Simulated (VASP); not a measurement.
**Re: electric field gradients with PBEsol**

The system is Re.

```
Re
1.0
     2.59420    0.00000    0.00000
    -1.29710    2.24664    0.00000
     0.00000    0.00000    4.14808
Re
2
Direct
  0.33333 0.66667 0.25000
  0.66667 0.33333 0.75000
```

```
Program                : VASP 6.6.1
Task                   : electric field gradients
Functional             : PBEsol
Potentials or basis    : VASP PAW PBE potentials, release 64 (Re)
Cutoff                 : 520 eV
k mesh                 : 18 × 18 × 10
Occupations            : fermi-dirac, width 0.05 eV
Spin                   : no spin polarisation
Dipole correction      : no
Further INCAR settings : ALGO = Normal; EDIFF = 1e-08; NBANDS = 14
```

```yaml
Pressure: 111.9 GPa
Band_gap_on_the_k_mesh: zero (bands 7 and 8 overlap by 4.73 eV)
Largest_electric_field_gradient_by_atom: Re -109.6 V/Å²
```

Stress tensor (GPa, compression positive):
```
109.11   0.00   0.00
  0.00 109.11   0.00
  0.00   0.00 117.56
```

Levels at points of the mesh, in eV from the Fermi level:
```tsv
k point	band 4	band 5	band 6	band 7	band 8	band 9	band 10	band 11
(0.00, 0.00, 0.00)	-2.25	-2.03	-1.06	-1.06	0.04	0.04	1.41	4.33
(0.50, 0.00, 0.00)	-2.79	-1.70	-1.56	-0.61	5.20	5.97	5.99	8.07
(0.00, 0.00, 0.50)	-2.89	-2.43	-2.43	-2.43	-2.43	3.38	3.38	3.38
(0.50, 0.00, 0.50)	-5.39	0.36	0.36	1.52	1.52	5.65	5.65	6.32
```

Electric field gradients, principal values (V/Å²):
| atom | least | middle | greatest (by size) |
| --- | --- | --- | --- |
| 1 Re | 54.808 | 54.808 | -109.616 |
| 2 Re | 54.808 | 54.808 | -109.616 |

It took 2.1 min on 1 thread of Intel Xeon 8259CL, on a shared host, peak memory 0.19 GiB.

Caveat: the stress differs along the axes, from 109 to 118 GPa; without QUAD_EFG the Cq values of the log hold for a quadrupole moment of 1 mb, not for the nuclei; the PAW data sets were made with another functional, which shifts forces and pressure a little; spin-orbit coupling is left out, which moves the levels of the heavy elements.
